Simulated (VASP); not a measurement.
The system is Si.

```
Si
1.0
     2.32904   -3.90028    0.00000
     2.32904    3.90028    0.00000
     0.00000    0.00000    3.75891
Si
4
Direct
  0.35082 0.64918 0.14055
  0.14918 0.85082 0.64055
  0.64918 0.35082 0.85945
  0.85082 0.14918 0.35945
```

The cell was built from a structure type or drawn by symmetry, and may not be a known phase.

- Program: VASP 6.6.1
- Task: relaxation of cell and atoms
- Functional: PBE
- Potentials or basis: VASP PAW PBE potentials, release 64 (Si)
- Cutoff: 600 eV
- k mesh: 12 × 12 × 12
- Occupations: gaussian, width 0.1 eV
- Spin: no spin polarisation

At the start: pressure -0.1 GPa; volume 17.07 Å³/atom.

How do energy, volume and symmetry change on relaxing?

Over 11 steps the energy falls by 4.0 meV/atom and the volume is 16.96 Å³/atom (-0.7 %); space group Cmce (No. 64, to 0.1 Å) before and after.

The path:
| step | energy change (eV) | largest force (eV/Å) | pressure (GPa) | volume (Å³) |
| --- | --- | --- | --- | --- |
| 1 | 0.0000 | 0.0725 | -0.07 | 68.29 |
| 2 | -0.0095 | 0.0601 | -0.22 | 68.21 |
| 3 | -0.0105 | 0.0753 | -0.25 | 68.17 |
| 4 | -0.0119 | 0.0668 | 0.08 | 67.88 |
| 5 | -0.0123 | 0.0616 | 0.38 | 67.62 |
| 6 | -0.0134 | 0.0538 | 0.21 | 67.72 |
| 7 | -0.0144 | 0.0662 | -0.22 | 67.97 |
| 8 | -0.0152 | 0.0423 | -0.12 | 67.90 |
| 9 | -0.0157 | 0.0093 | 0.03 | 67.80 |
| 10 | -0.0157 | 0.0090 | 0.04 | 67.80 |
| 11 | -0.0158 | 0.0026 | -0.01 | 67.83 |

Final structure:
```
CELL_PARAMETERS angstrom
2.37425 -3.81681 0.00000
2.37425 3.81681 0.00000
0.00000 0.00000 3.74251
ATOMIC_POSITIONS crystal
Si 0.35288 0.64712 0.14865
Si 0.14712 0.85288 0.64865
Si 0.64712 0.35288 0.85135
Si 0.85288 0.14712 0.35135
```
